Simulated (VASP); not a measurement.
# TiO2 in VASP: a series of runs

Aim: see how the results for TiO2 move with the level of theory and the settings. Levels: PBE, r2SCAN+rVV10. Tasks: single point.

Everything below comes from runs of VASP 6.6.1. Logs are shortened: lines on timing, memory, paths and dates and some standing lists are left out, and cuts for length are marked.

### Step 1. The cell of the first run

The typed cell holds 9 atoms: a = 2.968 Å, b = 4.708 Å, c = 7.241 Å, α = 88.08°, β = 78.18°, γ = 90.00°.

### Step 2. Single point, PBE

The input, INCAR:

```
PREC = Accurate
ENCUT = 520
EDIFF = 1E-7
ISMEAR = -1
SIGMA = 0.05
LREAL = False
LASPH = True
NELM = 80
ALGO = Normal
ISIF = 2
LWAVE = False
LCHARG = False
GGA = PE
NBANDS = 46
```

The input, KPOINTS:

```
Automatic mesh
0
Gamma
  9 6 4
```

The input, POSCAR:

```
TiO2
1.0
    2.9682645463      0.0000000000      0.0000000000
    0.0002080834      4.7076067549      0.0000000000
    1.4835696211      0.2423534620      7.0834647979
Ti O
3 6
Direct
    0.0033718700      0.0003888100      0.0007031900
    0.3446402100      0.4802596500      0.3169598700
    0.6617081400      0.5204743600      0.6844963600
    0.4400381600      0.1854376900      0.1285388000
    0.7779263400      0.2977287500      0.4518780700
    0.1012362400      0.3089534200      0.8062432200
    0.9064972100      0.6918369900      0.1951715700
    0.2294071500      0.7030072800      0.5495147300
    0.5680256700      0.8153000600      0.8728271800
```

Potentials or basis: VASP PAW PBE potentials, release 64 (Ti_sv, O).

The run is started by

```bash
$ cat potpaw_PBE.64/Ti_sv/POTCAR potpaw_PBE.64/O/POTCAR > POTCAR
$ mpirun -np 1 vasp_std > vasp.out
```

OUTCAR:

```text
PREC = Accurate
   ENCUT = 520
   EDIFF = 1E-7
   ISMEAR = -1
   LREAL = False
   LASPH = True
   NELM = 80
   ISIF = 2
   GGA = PE

 ion  position               nearest neighbor table
   1  0.003  0.000  0.001-   9 1.96   4 1.96   4 1.96   9 1.96   7 1.97   6 1.97
   2  0.345  0.480  0.317-   5 1.95   5 1.95   4 1.96   7 1.97   7 1.97   8 1.98
   3  0.662  0.520  0.684-   8 1.95   8 1.95   9 1.96   6 1.97   6 1.97   5 1.98
   4  0.440  0.185  0.129-   1 1.96   2 1.96   1 1.96
   5  0.778  0.298  0.452-   2 1.95   2 1.95   3 1.98
   6  0.101  0.309  0.806-   1 1.97   3 1.97   3 1.97
   7  0.906  0.692  0.195-   2 1.97   1 1.97   2 1.97
   8  0.229  0.703  0.550-   3 1.95   3 1.95   2 1.98
   9  0.568  0.815  0.873-   1 1.96   3 1.96   1 1.96

  LATTYP: Found a triclinic cell.
 ALAT       =     7.2412145089
 B/A-ratio  =     0.4099125282
 C/A-ratio  =     0.6501128718
 COS(alpha) =     0.0000442015
 COS(beta)  =     0.0334776766
 COS(gamma) =     0.2048785627

  Lattice vectors:

 A1 = (   1.4835696211,   0.2423534620,   7.0834647979)
 A2 = (   2.9682645463,   0.0000000000,   0.0000000000)
 A3 = (   0.0002080834,   4.7076067549,   0.0000000000)

Analysis of symmetry for initial positions (statically):
=====================================================================
 Subroutine PRICEL returns:
 Original cell was already a primitive cell.

 Routine SETGRP: Setting up the symmetry group for a
 triclinic supercell.

 Subroutine GETGRP returns: Found  1 space group operations
 (whereof  1 operations were pure point group operations)
 out of a pool of  2 trial point group operations.

The static configuration has the point symmetry C_1 .

Analysis of symmetry for dynamics (positions and initial velocities):
=====================================================================
 Subroutine PRICEL returns:
 Original cell was already a primitive cell.

 Routine SETGRP: Setting up the symmetry group for a
 triclinic supercell.

 Subroutine GETGRP returns: Found  1 space group operations
 (whereof  1 operations were pure point group operations)
 out of a pool of  2 trial point group operations.

The dynamic configuration has the point symmetry C_1 .

 Subroutine INISYM returns: Found  1 space group operations
 (whereof  1 operations are pure point group operations),
 and found     1 'primitive' translations
[... 107 lines left out ...]
   ENCUT  =  520.0 eV  38.22 Ry    6.18 a.u.   5.52  8.75 13.46*2*pi/ulx,y,z
   NELM   =     80;   NELMIN=  2; NELMDL= -5     # of ELM steps
   EDIFF  = 0.1E-06   stopping-criterion for ELM
   LREAL  =      F    real-space projection
   EDIFFG = 0.1E-05   stopping-criterion for IOM
   NSW    =      0    number of steps for IOM
   IBRION =     -1    ionic relax: 0-MD 1-quasi-New 2-CG
   NFREE  =      0    steps in history (QN), initial steepest desc. (CG)
   ISIF   =      2    stress and relaxation
   ISYM   =      2    0-nonsym 1-usesym 2-fastsym
   POTIM  = 0.5000    time-step for ionic-motion
   TEBEG  =    0.0;   TEEND  =   0.0 temperature during run
   PSTRESS=    0.0 pullay stress
   NELECT =      72.0000    total number of electrons
   NUPDOWN=      -1.0000    fix difference up-down
   EMIN   =  10.00;   EMAX   =-10.00  energy-range for DOS
   EFERMI =   0.00;   METHOD = LEGACY
   ISMEAR =    -1;   SIGMA  =   0.05  broadening in eV -4-tet -1-fermi 0-gaus
   EFERMI_NEDOS =   21; number of points for ismear=-14 and -15
   IALGO  =     38    algorithm
   IMIX   =      4    mixing-type and parameters
     AMIX     =   0.40;   BMIX     =  1.00
     AMIX_MAG =   1.60;   BMIX_MAG =  1.00
  volume/ion in A,a.u.               =      11.00        74.22
  Fermi-wavevector in a.u.,A,eV,Ry     =   1.472322  2.782285 29.493788  2.167732
  Thomas-Fermi vector in A             =   2.587351
   LORBIT       =      0    0 simple, 1 ext, 2 COOP (PROOUT), +10 PAW based schemes
   GGA     = PE    functional components
   LHFCALC =     F    Hartree Fock is set to
   AEXX    =    0.0000 exact exchange contribution
   IVDW    =     0    specifies the selected vdW correction
   LEPSILON=     F    determine dielectric tensor
   LRPA    =     F    only Hartree local field effects (RPA)
 non-spin polarized calculation
  energy-cutoff  :      520.00
  volume of cell :       98.98
 maximum number of plane-waves:      2704
 NGX is ok and might be reduce to    24
   NGX = 11   NGY = 17   NGZ = 27

 number of electron      71.9999996 magnetization

 Free energy of the ion-electron system (eV)
  ---------------------------------------------------
  ext. energy  EPLUGINS =         0.00000000
  ---------------------------------------------------
  free energy    TOTEN  =       -80.28335930 eV

  energy without entropy =      -80.28335930  energy(sigma->0) =      -80.28335930

 E-fermi :   5.0896     XC(G=0): -10.9927

 val. band max:        3.8965128546   @ k =   0.0000   0.0000   0.2500
 cond. band min:       6.1355812617   @ k =   0.0000   0.0000   0.0000
 fundamental gap:      2.2390684071
 Fermi energy:         5.0896292298

 k-point     1 :       0.0000    0.0000    0.0000
  band No.  band energies     occupation
      1     -52.8386      2.00000
      2     -52.6992      2.00000
      3     -52.6657      2.00000
      4     -29.1206      2.00000
      5     -29.1156      2.00000
      6     -29.0487      2.00000
[... 1165 lines left out ...]
     45       8.0414      0.00000
     46       9.7172      0.00000

 [... further k-points ...]
[... 5 lines left out ...]
  --------------------------------------------------------------------------------------
  -------------------------------------------------------------------------------------
  Total        2.5596196      2.8216270      2.6896039     -0.0105437     -0.0676994      0.0050368
  in kB       41.4321522     45.6732226     43.5361869     -0.1706697     -1.0958394      0.0815300
  external PRESSURE =      43.5471872 kB  Pullay stress =       0.0000000 kB

 VOLUME and BASIS-vectors are now :
 -----------------------------------------------------------------------------
  energy-cutoff  :      520.00
  volume of cell :       98.98
      direct lattice vectors                 reciprocal lattice vectors
     2.968264546  0.000000000  0.000000000     0.336897195 -0.000014891 -0.070559655
     0.000208083  4.707606755  0.000000000     0.000000000  0.212422161 -0.007267806
     1.483569621  0.242353462  7.083464798     0.000000000  0.000000000  0.141173850

 POSITION                                       TOTAL-FORCE (eV/Angst)
 -----------------------------------------------------------------------------------
      0.01105      0.00200      0.00498         0.000747     -0.001819      0.002259
      1.49332      2.33769      2.24517         0.004587      0.023333      0.057872
      2.97973      2.61608      4.84861         0.001470     -0.019876     -0.061921
      1.49688      0.90412      0.91050        -0.001250      0.006119      0.042525
      2.97955      1.51110      3.20086         0.007147     -0.181391      0.026468
      1.49668      1.64983      5.71100        -0.002781     -0.053142      0.000873
      2.98042      3.30420      1.38249        -0.000760      0.051266     -0.001108
      1.49633      3.44266      3.89247        -0.004091      0.180377     -0.025205
      2.98112      4.04964      6.18264        -0.005069     -0.004867     -0.041764
 -----------------------------------------------------------------------------------
    total drift:                                0.000571     -0.000304      0.000161

  FREE ENERGIE OF THE ION-ELECTRON SYSTEM (eV)
  ---------------------------------------------------
  free  energy   TOTEN  =       -80.2833592957 eV

  energy  without entropy=      -80.2833592957  energy(sigma->0) =      -80.28335930
```

OSZICAR:

```text
N       E                     dE             d eps       ncg     rms          rms(c)
DAV:   1     0.108356006572E+04    0.10836E+04   -0.36399E+04 10120   0.184E+03
[... 11 lines left out ...]
DAV:  13    -0.802833940782E+02    0.79125E-04   -0.23655E-04 14768   0.122E-01    0.788E-02
DAV:  14    -0.802833593881E+02    0.34690E-04   -0.26978E-04 14372   0.104E-01    0.163E-02
DAV:  15    -0.802833572974E+02    0.20906E-05   -0.28719E-05 13550   0.402E-02    0.998E-03
DAV:  16    -0.802833593195E+02   -0.20221E-05   -0.15516E-05 13348   0.312E-02    0.790E-03
DAV:  17    -0.802833594025E+02   -0.82952E-07   -0.26695E-06 13760   0.132E-02    0.237E-03
DAV:  18    -0.802833592797E+02    0.12278E-06   -0.47811E-07 10876   0.527E-03    0.775E-04
DAV:  19    -0.802833592957E+02   -0.16023E-07   -0.72816E-08  6830   0.199E-03
   1 F= -.80283359E+02 E0= -.80283359E+02  d E =-.664194E-10
```

Wall time 9.4 min (1 thread of Intel Xeon 8259CL, shared host); peak memory 0.43 GiB.

What came out:

| Property | Result |
| --- | --- |
| Free energy | -80.2834 eV |
| Pressure | 4.4 GPa |
| Largest force | 0.183 eV/Å |
| Band gap on the k mesh | 2.24 eV (least direct gap 2.30 eV) |

Forces in eV/Å, atoms in the order of the input:
```
Ti   0.001 -0.002  0.002
Ti   0.005  0.023  0.058
Ti   0.001 -0.020 -0.062
O   -0.001  0.006  0.043
O    0.007 -0.181  0.026
O   -0.003 -0.053  0.001
O   -0.001  0.051 -0.001
O   -0.004  0.180 -0.025
O   -0.005 -0.005 -0.042
```

Levels at points of the mesh, in eV from the valence-band top:
```tsv
k point	band 34	band 35	band 36	band 37	band 38	band 39
(0.00, 0.00, 0.00)	-0.37	-0.28	-0.06	2.24	2.64	2.78
(0.00, 0.50, 0.00)	-0.93	-0.86	-0.76	2.32	2.68	2.76
(0.00, 0.00, 0.50)	-0.84	-0.29	-0.15	2.37	2.64	2.80
(0.00, 0.50, 0.50)	-0.74	-0.71	-0.27	2.31	2.55	2.65
```

Caveat: the cell stands under pressure.

### Step 3. Single point, r2SCAN+rVV10

This run uses another cell than the first one, of 10.86 Å³/atom.

The input, POSCAR:

```
TiO2
1.0
    2.9594956090     -0.0000620476      0.0001193834
    0.0001090625      4.6645741867     -0.0146763460
    1.4794666450      0.2180237911      7.0776416424
Ti O
3 6
Direct
    0.0035777313      0.0003755083      0.0007030044
    0.3451590956      0.4838226283      0.3177208550
    0.6621772574      0.5169308471      0.6836857816
    0.4406681446      0.1898374917      0.1266733712
    0.7788488538      0.2966247532      0.4503207777
    0.1022503930      0.3040445385      0.8035206851
    0.9050667532      0.6967078812      0.1978861381
    0.2284640542      0.7041306159      0.5510875612
    0.5666387069      0.8109127459      0.8747348157
```

The input, INCAR.step1:

```
  ALGO = Normal
  EDIFF = 1E-4
  ENCUT = 520
  GGA = PE
  ISMEAR = -1
  LASPH = True
  LCHARG = False
  LREAL = False
  LWAVE = True
  NBANDS = 46
  NELM = 100
  PREC = Accurate
  SIGMA = 0.05
```

The input, INCAR.step2:

```
  ALGO = Normal
  BPARAM = 11.95
  CPARAM = 0.0093
  EDIFF = 1E-6
  ENCUT = 520
  ISIF = 2
  ISMEAR = -1
  ISTART = 1
  IVDW_NL = 2
  LASPH = True
  LCHARG = False
  LMIXTAU = True
  LREAL = False
  LUSE_VDW = True
  LWAVE = False
  METAGGA = R2SCAN
  NBANDS = 46
  NELM = 100
  PREC = Accurate
  SIGMA = 0.05
```

The input, KPOINTS:

```
k-points
0
Gamma
  9 6 4
```

Potentials or basis: VASP PAW PBE potentials, release 64 (Ti_sv, O).

The run is started by

```bash
$ cat potpaw_PBE.64/Ti_sv/POTCAR potpaw_PBE.64/O/POTCAR > POTCAR
$ cp INCAR.step1 INCAR
$ mpirun -np 1 vasp_std > vasp.out
$ cp INCAR.step2 INCAR
$ mpirun -np 1 vasp_std > vasp.out
```

OUTCAR:

```text
BPARAM = 11.95
   EDIFF = 1E-6
   ENCUT = 520
   ISIF = 2
   ISMEAR = -1
   ISTART = 1
   IVDW_NL = 2
   LASPH = True
   LREAL = False
   METAGGA = R2SCAN
   NELM = 100
   PREC = Accurate

 ion  position               nearest neighbor table
   1  0.004  0.000  0.001-   9 1.95   4 1.95   9 1.95   4 1.95   7 1.96   6 1.96
   2  0.345  0.484  0.318-   5 1.95   5 1.95   4 1.95   7 1.96   7 1.96   8 1.97
   3  0.662  0.517  0.684-   8 1.95   8 1.95   9 1.95   6 1.96   6 1.96   5 1.97
   4  0.441  0.190  0.127-   1 1.95   1 1.95   2 1.95
   5  0.779  0.297  0.450-   2 1.95   2 1.95   3 1.97
   6  0.102  0.304  0.804-   1 1.96   3 1.96   3 1.96
   7  0.905  0.697  0.198-   1 1.96   2 1.96   2 1.96
   8  0.228  0.704  0.551-   3 1.95   3 1.95   2 1.97
   9  0.567  0.811  0.875-   1 1.95   1 1.95   3 1.95

  LATTYP: Found a base centered monoclinic cell.
 ALAT       =    14.1618804190
 B/A-ratio  =     0.2089761758
 C/A-ratio  =     0.3293769710
 COS(beta)  =    -0.0276496256

  Lattice vectors:

 A1 = (   1.4800289640,  -0.2180858387,  -7.0775222590)
 A2 = (  -1.4794666450,  -0.2180237911,  -7.0776416424)
[... 218 lines left out ...]
 val. band max:        3.6789662378   @ k =  -0.0000  -0.0000   0.2500
 cond. band min:       6.3445035673   @ k =   0.0000   0.0000   0.0000
 fundamental gap:      2.6655373295
 Fermi energy:         4.7017553025

 k-point     1 :       0.0000    0.0000    0.0000
  band No.  band energies     occupation
      1     -55.2053      2.00000
      2     -55.0641      2.00000
      3     -55.0272      2.00000
      4     -30.4647      2.00000
      5     -30.4536      2.00000
      6     -30.3847      2.00000
[... 1165 lines left out ...]
     45       8.3105      0.00000
     46      10.0188      0.00000

 [... further k-points ...]
[... 5 lines left out ...]
  --------------------------------------------------------------------------------------
  -------------------------------------------------------------------------------------
  Total        1.0406794      0.5728346      0.8034058     -0.0000097      0.0304246      0.0000102
  in kB       17.0636061      9.3925411     13.1731252     -0.0001595      0.4988598      0.0001672
  external PRESSURE =      13.2097575 kB  Pullay stress =       0.0000000 kB

 VOLUME and BASIS-vectors are now :
 -----------------------------------------------------------------------------
  energy-cutoff  :      520.00
  volume of cell :       97.71
      direct lattice vectors                 reciprocal lattice vectors
     2.959495609 -0.000062048  0.000119383     0.337898260 -0.000230111 -0.070625084
     0.000109063  4.664574187 -0.014676346     0.000004761  0.214361061 -0.006604298
     1.479466645  0.218023791  7.077641642    -0.000005690  0.000444507  0.141277498

 POSITION                                       TOTAL-FORCE (eV/Angst)
 -----------------------------------------------------------------------------------
      0.01163      0.00190      0.00497        -0.000275      0.000000     -0.000000
      1.49161      2.32608      2.24165         0.000508      0.008417     -0.062278
      2.97126      2.56028      4.83138         0.000503     -0.008417      0.062278
      1.49159      0.91310      0.89382        -0.000235      0.021319      0.012293
      2.97127      1.48176      3.18295        -0.000073     -0.105106      0.015798
      1.49142      1.59342      5.68258        -0.000064     -0.011618      0.007702
      2.97138      3.29293      1.39045        -0.000063      0.011618     -0.007702
      1.49153      3.40461      3.89009        -0.000066      0.105106     -0.015798
      2.97119      3.97324      6.17923        -0.000235     -0.021319     -0.012293
 -----------------------------------------------------------------------------------
    total drift:                                0.001389     -0.051715     -0.052657

  FREE ENERGIE OF THE ION-ELECTRON SYSTEM (eV)
  ---------------------------------------------------
  free  energy   TOTEN  =      -102.4708374902 eV

  energy  without entropy=     -102.4708374902  energy(sigma->0) =     -102.47083749
```

It took 56 min on 1 thread of Oxide Virtual Turin-like, shared host; peak memory 0.62 GiB.

What came out:

```yaml
Free_energy: -102.4708 eV
Pressure: 1.3 GPa
Largest_force: 0.106 eV/Å
Band_gap_on_the_k_mesh: 2.67 eV (least direct gap 2.72 eV)
```

Forces in eV/Å, atoms in the order of the input:
```
Ti   0.000  0.000  0.000
Ti   0.001  0.008 -0.062
Ti   0.001 -0.008  0.062
O    0.000  0.021  0.012
O    0.000 -0.105  0.016
O    0.000 -0.012  0.008
O    0.000  0.012 -0.008
O    0.000  0.105 -0.016
O    0.000 -0.021 -0.012
```

Caveat: the PAW data sets were made with another functional, which shifts forces and pressure a little.
